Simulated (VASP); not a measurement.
# W (Im-3m) in VASP: settings compared, part 3 of 3

VASP 6.6.1.

## (5) Single point, PBEsol

Input file INCAR:

```
SYSTEM = W
ALGO     = Normal         ! electronic algorithm
EDIFF    = 1E-6           ! SCF threshold, eV
ENCUT    = 520            ! plane-wave cutoff, eV
GGA      = PS             ! functional
ISIF     = 2              ! what is computed and relaxed
ISMEAR   = 0              ! smearing method
LASPH    = .True.         ! aspherical terms in the spheres
LCHARG   = .False.        ! write CHGCAR
LREAL    = .False.        ! projectors in reciprocal space
LWAVE    = .False.        ! write WAVECAR
NBANDS   = 13             ! bands
NELM     = 80             ! most SCF steps
PREC     = Accurate       ! precision mode
SIGMA    = 0.1            ! smearing width, eV
```

Input file KPOINTS:

```
k-points
0
Gamma
  6 6 6
  0 0 0
```

Input file POSCAR:

```
W
1.0
   -1.5851577801      1.5851577801      1.5851577801
    1.5851577801     -1.5851577801      1.5851577801
    1.5851577801      1.5851577801     -1.5851577801
W
1
Direct
    0.0000000000      0.0000000000      0.0000000000
```

Potentials or basis: VASP PAW PBE potentials, release 64 (W_sv).

On the command line:

```sh
$ cat potpaw_PBE.64/W_sv/POTCAR > POTCAR
$ mpirun -np 1 vasp_std > vasp.out
```

OUTCAR:

```text
SYSTEM = W
   EDIFF = 1E-6
   ENCUT = 520
   GGA = PS
   ISIF = 2
   ISMEAR = 0
   LASPH = .True.
   LREAL = .False.
   NELM = 80
   PREC = Accurate

 ion  position               nearest neighbor table
   1  0.000  0.000  0.000-

  LATTYP: Found a body centered cubic cell.
 ALAT       =     3.1703155602

  Lattice vectors:

 A1 = (  -1.5851577801,   1.5851577801,   1.5851577801)
 A2 = (   1.5851577801,  -1.5851577801,   1.5851577801)
 A3 = (   1.5851577801,   1.5851577801,  -1.5851577801)

Analysis of symmetry for initial positions (statically):
=====================================================================
 Subroutine PRICEL returns:
 Original cell was already a primitive cell.

 Routine SETGRP: Setting up the symmetry group for a
 body centered cubic supercell.

 Subroutine GETGRP returns: Found 48 space group operations
 (whereof 48 operations were pure point group operations)
 out of a pool of 48 trial point group operations.

The static configuration has the point symmetry O_h .

Analysis of symmetry for dynamics (positions and initial velocities):
=====================================================================
 Subroutine PRICEL returns:
 Original cell was already a primitive cell.

 Routine SETGRP: Setting up the symmetry group for a
 body centered cubic supercell.

 Subroutine GETGRP returns: Found 48 space group operations
 (whereof 48 operations were pure point group operations)
 out of a pool of 48 trial point group operations.

The dynamic configuration has the point symmetry O_h .

 Subroutine INISYM returns: Found 48 space group operations
 (whereof 48 operations are pure point group operations),
 and found     1 'primitive' translations

----------------------------------------------------------------------------------------

                                     Primitive cell
[... 104 lines left out ...]
   LORBIT       =      0    0 simple, 1 ext, 2 COOP (PROOUT), +10 PAW based schemes
   GGA     = PS    functional components
   LHFCALC =     F    Hartree Fock is set to
   AEXX    =    0.0000 exact exchange contribution
   IVDW    =     0    specifies the selected vdW correction
   LEPSILON=     F    determine dielectric tensor
   LRPA    =     F    only Hartree local field effects (RPA)
 non-spin polarized calculation
 Gauss-broadening in eV      SIGMA  =   0.10
  energy-cutoff  :      520.00
  volume of cell :       15.93
 maximum number of plane-waves:       438
   NGX = 11   NGY = 11   NGZ = 11

 number of electron      14.0000003 magnetization

 Free energy of the ion-electron system (eV)
  ---------------------------------------------------
  ext. energy  EPLUGINS =         0.00000000
  ---------------------------------------------------
  free energy    TOTEN  =       -13.85145537 eV

  energy without entropy =      -13.85017761  energy(sigma->0) =      -13.85081649

 E-fermi :  11.3968     XC(G=0): -13.7254

 val. band max:       11.2668358508   @ k =   0.1667   0.0000   0.0000
 cond. band min:      11.5338427850   @ k =   0.5000   0.5000   0.1667
 fundamental gap:      0.2670069342
 Fermi energy:        11.3968037844

 k-point     1 :       0.0000    0.0000    0.0000
  band No.  band energies     occupation
      1     -62.8998      2.00000
      2     -26.4696      2.00000
      3     -26.4696      2.00000
      4     -26.4696      2.00000
      5       1.5733      2.00000
      6      10.0003      2.00000
      7      10.0003      2.00000
      8      10.0003      2.00000
      9      13.4461      0.00000
     10      13.4461      0.00000
     11      25.7262      0.00000
     12      25.7262      0.00000
     13      25.7262      0.00000
[... 226 lines left out ...]
  band No.  band energies     occupation
      1     -62.6695      2.00000
      2     -27.3630      2.00000
      3     -27.3630      2.00000
      4     -27.3630      2.00000
      5       5.3962      2.00000
      6       5.3962      2.00000
      7      16.3768      0.00000
      8      16.3768      0.00000
      9      16.3768      0.00000
     10      19.4163      0.00000
     11      19.4163      0.00000
     12      19.4163      0.00000
     13      27.2267      0.00000

------------------------ aborting loop because EDIFF is reached ----------------------------------------

  FORCE on cell =-STRESS in cart. coord.  units (eV):
  Direction    XX          YY          ZZ          XY          YZ          ZX
  --------------------------------------------------------------------------------------
  -------------------------------------------------------------------------------------
  Total       -0.6056456     -0.6056456     -0.6056456     -0.0000000      0.0000000     -0.0000000
  in kB      -60.9048223    -60.9048223    -60.9048223     -0.0000000      0.0000000     -0.0000000
  external PRESSURE =     -60.9048223 kB  Pullay stress =       0.0000000 kB

 VOLUME and BASIS-vectors are now :
 -----------------------------------------------------------------------------
  energy-cutoff  :      520.00
  volume of cell :       15.93
      direct lattice vectors                 reciprocal lattice vectors
    -1.585157780  1.585157780  1.585157780     0.000000000  0.315426014  0.315426014
     1.585157780 -1.585157780  1.585157780     0.315426014  0.000000000  0.315426014
     1.585157780  1.585157780 -1.585157780     0.315426014  0.315426014  0.000000000

 POSITION                                       TOTAL-FORCE (eV/Angst)
 -----------------------------------------------------------------------------------
      0.00000      0.00000      0.00000         0.000000     -0.000000      0.000000
 -----------------------------------------------------------------------------------
    total drift:                                0.000000      0.000000      0.000000

  FREE ENERGIE OF THE ION-ELECTRON SYSTEM (eV)
  ---------------------------------------------------
  free  energy   TOTEN  =       -13.8514553662 eV

  energy  without entropy=      -13.8501776103  energy(sigma->0) =      -13.85081649
```

OSZICAR:

```text
N       E                     dE             d eps       ncg     rms          rms(c)
DAV:   1     0.902241750866E+02    0.90224E+02   -0.75665E+03   416   0.122E+03
DAV:   2    -0.128038203972E+02   -0.10303E+03   -0.98601E+02   456   0.329E+02
DAV:   3    -0.145133147400E+02   -0.17095E+01   -0.17040E+01   481   0.414E+01
DAV:   4    -0.145204236136E+02   -0.71089E-02   -0.71086E-02   436   0.288E+00
DAV:   5    -0.145204812997E+02   -0.57686E-04   -0.57687E-04   476   0.243E-01    0.215E+01
DAV:   6    -0.139826174672E+02    0.53786E+00   -0.44334E-01   441   0.880E+00    0.849E+00
DAV:   7    -0.138569919580E+02    0.12563E+00   -0.18678E-01   451   0.536E+00    0.523E-01
DAV:   8    -0.138514792969E+02    0.55127E-02   -0.32206E-03   431   0.690E-01    0.327E-01
DAV:   9    -0.138514574520E+02    0.21845E-04   -0.22359E-04   446   0.205E-01    0.529E-02
DAV:  10    -0.138514548055E+02    0.26465E-05   -0.91076E-06   436   0.429E-02    0.228E-02
DAV:  11    -0.138514553662E+02   -0.56064E-06   -0.16536E-07   238   0.434E-03
   1 F= -.13851455E+02 E0= -.13850816E+02  d E =-.127776E-02
```

It took 3.8 s on 1 thread of Intel Xeon Platinum 8259CL at 2.50GHz (Skylake/Cascade Lake), shared host; peak memory 0.12 GiB.

What came out:

```
Free energy            : -13.8515 eV
Pressure               : -6.1 GPa
Band gap on the k mesh : zero (band 7 reaches 16.38 eV, above the bottom of band 8 at 10.00 eV)
```

Caveat: the k points lie up to 0.47 Å⁻¹ apart; the PAW data sets were made with another functional, which shifts forces and pressure a little; spin-orbit coupling is left out, which moves the levels of the heavy elements.

## (6) Single point, revPBE

Input file INCAR:

```
SYSTEM = W
PREC     = Accurate       ! precision mode
ENCUT    = 520            ! plane-wave cutoff, eV
EDIFF    = 1E-6           ! SCF threshold, eV
ISMEAR   = 0              ! smearing method
SIGMA    = 0.1            ! smearing width, eV
LREAL    = .False.        ! projectors in reciprocal space
LASPH    = .True.         ! aspherical terms in the spheres
NELM     = 80             ! most SCF steps
ALGO     = Normal         ! electronic algorithm
ISIF     = 2              ! what is computed and relaxed
LWAVE    = .False.        ! write WAVECAR
LCHARG   = .True.         ! write CHGCAR
GGA      = RE             ! functional
LELF     = .True.         ! ELF
LVHAR    = .True.       
NBANDS   = 13             ! bands
```

Input file KPOINTS:

```
Automatic mesh
0
Gamma
  8 8 8
  0 0 0
```

POSCAR is that of step 5.

Potentials or basis: VASP PAW PBE potentials, release 64 (W_sv).

On the command line:

```sh
$ cat potpaw_PBE.64/W_sv/POTCAR > POTCAR
$ mpirun -np 1 vasp_std > vasp.out
```

OUTCAR:

```text
SYSTEM = W
   PREC = Accurate
   ENCUT = 520
   EDIFF = 1E-6
   ISMEAR = 0
   LREAL = .False.
   LASPH = .True.
   NELM = 80
   ISIF = 2
   GGA = RE

 ion  position               nearest neighbor table
   1  0.000  0.000  0.000-

  LATTYP: Found a body centered cubic cell.
 ALAT       =     3.1703155602

  Lattice vectors:

[... 553 lines left out ...]
      1     -62.6123      2.00000
      2     -27.2869      2.00000
      3     -26.9332      2.00000
      4     -26.8153      2.00000
      5       6.9070      2.00000
      6       7.6367      2.00000
      7      10.9095      1.99999
      8      11.7029      0.00000
      9      15.1404      0.00000
     10      15.7992      0.00000
     11      25.0570      0.00000
     12      27.5405      0.00000
     13      28.6863      0.00000

 [... further k-points ...]
[... 5 lines left out ...]
  --------------------------------------------------------------------------------------
  -------------------------------------------------------------------------------------
  Total        0.7487692      0.7487692      0.7487692      0.0000000      0.0000000      0.0000000
  in kB       75.2975881     75.2975881     75.2975881      0.0000000      0.0000000      0.0000000
  external PRESSURE =      75.2975881 kB  Pullay stress =       0.0000000 kB

 VOLUME and BASIS-vectors are now :
 -----------------------------------------------------------------------------
  energy-cutoff  :      520.00
  volume of cell :       15.93
      direct lattice vectors                 reciprocal lattice vectors
    -1.585157780  1.585157780  1.585157780     0.000000000  0.315426014  0.315426014
     1.585157780 -1.585157780  1.585157780     0.315426014  0.000000000  0.315426014
     1.585157780  1.585157780 -1.585157780     0.315426014  0.315426014  0.000000000

 POSITION                                       TOTAL-FORCE (eV/Angst)
 -----------------------------------------------------------------------------------
      0.00000      0.00000      0.00000        -0.000000     -0.000000      0.000000
 -----------------------------------------------------------------------------------
    total drift:                                0.000000     -0.000000      0.000000

  FREE ENERGIE OF THE ION-ELECTRON SYSTEM (eV)
  ---------------------------------------------------
  free  energy   TOTEN  =       -12.5065644316 eV

  energy  without entropy=      -12.5065630896  energy(sigma->0) =      -12.50656376
```

OSZICAR:

```text
N       E                     dE             d eps       ncg     rms          rms(c)
DAV:   1     0.873790833004E+02    0.87379E+02   -0.76091E+03   754   0.123E+03
DAV:   2    -0.112603017077E+02   -0.98639E+02   -0.94154E+02   819   0.321E+02
DAV:   3    -0.130826635662E+02   -0.18224E+01   -0.18172E+01   819   0.415E+01
DAV:   4    -0.130897766091E+02   -0.71130E-02   -0.71126E-02   824   0.291E+00
DAV:   5    -0.130898360982E+02   -0.59489E-04   -0.59488E-04   849   0.250E-01    0.205E+01
DAV:   6    -0.126340861457E+02    0.45575E+00   -0.38943E-01   784   0.842E+00    0.829E+00
DAV:   7    -0.125102353818E+02    0.12385E+00   -0.21752E-01   829   0.601E+00    0.688E-01
DAV:   8    -0.125065560626E+02    0.36793E-02   -0.42364E-03   779   0.828E-01    0.763E-02
DAV:   9    -0.125065734901E+02   -0.17427E-04   -0.76737E-05   827   0.111E-01    0.546E-02
DAV:  10    -0.125065636682E+02    0.98220E-05   -0.17170E-05   824   0.584E-02    0.690E-03
DAV:  11    -0.125065644316E+02   -0.76342E-06   -0.29425E-07   527   0.661E-03
   1 F= -.12506564E+02 E0= -.12506564E+02  d E =-.134195E-05
```

Wall time 5.2 s (1 thread of Intel Xeon Platinum 8259CL at 2.50GHz (Skylake/Cascade Lake), shared host); peak memory 0.12 GiB.

What came out:

```yaml
Free_energy: -12.5066 eV
Pressure: 7.5 GPa
Band_gap_on_the_k_mesh: zero (band 7 reaches 16.56 eV, above the bottom of band 8 at 10.22 eV)
```

Caveat: the PAW data sets were made with another functional, which shifts forces and pressure a little; spin-orbit coupling is left out, which moves the levels of the heavy elements.

## (7) The runs side by side

| level | k mesh | smearing | gap on the mesh (eV) | pressure (GPa) |
| --- | --- | --- | --- | --- |
| PBE | 6 × 6 × 6 | gaussian 0.1 eV | none | 2.6 |
| RPBE | 6 × 6 × 6 | fermi-dirac 0.272114 eV | none | 7.0 |
| PBE | 6 × 6 × 6 | fermi-dirac 0.03 eV | none | 2.6 |
| PBEsol | 6 × 6 × 6 | gaussian 0.1 eV | none | -6.1 |
| revPBE | 8 × 8 × 8 | gaussian 0.1 eV | none | 7.5 |

Alike in all rows: task single point; potentials or basis VASP PAW PBE potentials, release 64 (W_sv); no spin polarisation; cell as given; cutoff (eV) 520.

Caveats: some runs use coarse meshes; spin-orbit coupling is left out, which moves the levels of the heavy elements; the PAW data sets were made with another functional, which shifts forces and pressure a little (some runs).

Absolute energies hang on the potentials; compare differences alone.
